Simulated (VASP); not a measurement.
A run of VASP 6.6.1:

The input POSCAR:

```
GaIr
1.0
    3.0040000000      0.0000000000      0.1126500000
    0.0000000000      3.0040000000      0.0000000000
    0.1126500000      0.0000000000      3.0040000000
Ga Ir
1 1
Direct
    0.0000000000      0.0000000000      0.0000000000
    0.5000000000      0.5000000000      0.5000000000
```

Contents of INCAR.step1:

```
  ALGO = Normal
  EDIFF = 1E-4
  ENCUT = 520
  GGA = PE
  ISMEAR = 0
  LASPH = True
  LCHARG = False
  LREAL = False
  LWAVE = True
  NBANDS = 18
  NELM = 100
  PREC = Accurate
  SIGMA = 0.15
```

Contents of INCAR.step2:

```
  ALGO = Normal
  EDIFF = 1E-6
  ENCUT = 520
  ISIF = 2
  ISMEAR = 0
  ISTART = 1
  LASPH = True
  LCHARG = False
  LMIXTAU = True
  LREAL = False
  LWAVE = False
  METAGGA = R2SCAN
  NBANDS = 18
  NELM = 100
  PREC = Accurate
  SIGMA = 0.15
```

The input KPOINTS:

```
k-points
0
Gamma
  16 16 16
```

Potentials or basis: VASP PAW PBE potentials, release 64 (Ga_d, Ir).

Launch:

```console
$ cat potpaw_PBE.64/Ga_d/POTCAR potpaw_PBE.64/Ir/POTCAR > POTCAR
$ cp INCAR.step1 INCAR
$ mpirun -np 1 vasp_std > vasp.out
$ cp INCAR.step2 INCAR
$ mpirun -np 1 vasp_std > vasp.out
```

Hardware: 1 thread of Intel(R) Xeon(R) Platinum 8488C (Sapphire Rapids) (shared host).

**Question.** Estimate the wall time of this run.

**Answer.** It took 6.5 min on 1 thread of Intel(R) Xeon(R) Platinum 8488C (Sapphire Rapids) (shared host), peak memory 0.43 GiB. Counts: k points 657.
